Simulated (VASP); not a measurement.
Set up this calculation in VASP 6.6.1, as the native input.

```yaml
Task: single point
Functional: r2SCAN
Potentials_or_basis: VASP PAW PBE potentials, release 64 (Te, Pb_d)
Cutoff: 520 eV
k_mesh: 4 × 4 × 4
Occupations: fermi-dirac, width 0.01 eV
Spin: no spin polarisation
Dipole_correction: no
Further_INCAR_settings: ALGO = Normal; EDIFF = 1e-06; NBANDS = 17
```

Crystal: TePb.

```
Te Pb
1.0
     4.50318    0.00000    0.00000
     2.25159    3.89987    0.00000
     2.25159    1.29996    3.67683
Te Pb
1 1
Direct
  0.50000 0.50000 0.50000
  0.00000 0.00000 0.00000
```

The input as run:

POSCAR

```
TePb
1.0
    4.5031775164      0.0000000000      0.0000000000
    2.2515887582      3.8998661269      0.0000000000
    2.2515887582      1.2999553756      3.6768290454
Te Pb
1 1
Direct
    0.5000000000      0.5000000000      0.5000000000
    0.0000000000      0.0000000000      0.0000000000
```

INCAR.step1

```
  ALGO = Normal
  EDIFF = 1E-4
  ENCUT = 520
  GGA = PE
  ISMEAR = -1
  LASPH = True
  LCHARG = False
  LREAL = False
  LWAVE = True
  NBANDS = 17
  NELM = 80
  PREC = Accurate
  SIGMA = 0.01
```

INCAR.step2

```
  ALGO = Normal
  EDIFF = 1E-6
  ENCUT = 520
  ISIF = 2
  ISMEAR = -1
  ISTART = 1
  LASPH = True
  LCHARG = False
  LMIXTAU = True
  LREAL = False
  LWAVE = False
  METAGGA = R2SCAN
  NBANDS = 17
  NELM = 80
  PREC = Accurate
  SIGMA = 0.01
```

KPOINTS

```
k-points
0
Gamma
  4 4 4
```

Potentials or basis: VASP PAW PBE potentials, release 64 (Te, Pb_d).

Command:

```console
$ cat potpaw_PBE.64/Te/POTCAR potpaw_PBE.64/Pb_d/POTCAR > POTCAR
$ cp INCAR.step1 INCAR
$ mpirun -np 1 vasp_std > vasp.out
$ cp INCAR.step2 INCAR
$ mpirun -np 1 vasp_std > vasp.out
```

It gave:

```
Pressure               : 4.0 GPa
Band gap on the k mesh : 0.92 eV
```

Caveat: the k points lie up to 0.43 Å⁻¹ apart; the PAW data sets were made with another functional, which shifts forces and pressure a little; spin-orbit coupling is left out, which moves the levels of the heavy elements.

It took 81 s on 1 thread of AMD EPYC 7R13 (shared host), peak memory 0.19 GiB.
